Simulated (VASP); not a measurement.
A run of VASP 6.6.1 is set up as follows.

Contents of INCAR:

```
SYSTEM = Sn
ALGO = Normal
EDIFF = 1E-7
ENCUT = 520
GGA = PE
ISIF = 2
ISMEAR = -1
LASPH = .TRUE.
LCHARG = .FALSE.
LREAL = .FALSE.
LWAVE = .FALSE.
NBANDS = 13
NELM = 80
PREC = Accurate
SIGMA = 0.06122561905347299
```

File KPOINTS:

```
k-points
0
G
  20 20 20
  0 0 0
```

File POSCAR:

```
Sn
1.0
    0.0000000000      2.4240107716      2.4240107716
    2.4240107716      0.0000000000      2.4240107716
    2.4240107716      2.4240107716      0.0000000000
Sn
1
Direct
    0.0000000000      0.0000000000      0.0000000000
```

Potentials or basis: VASP PAW PBE potentials, release 64 (Sn_d).

Launch:

```bash
$ cat potpaw_PBE.64/Sn_d/POTCAR > POTCAR
$ mpirun -np 1 vasp_std > vasp.out
```

Problem. Estimate the pressure.

Solution. -0.8 GPa.

Problem. Predict the band gap on the k mesh.

Solution. Zero (bands 7 and 8 overlap by 9.19 eV).

Caveat: spin-orbit coupling is left out, which moves the levels of the heavy elements.
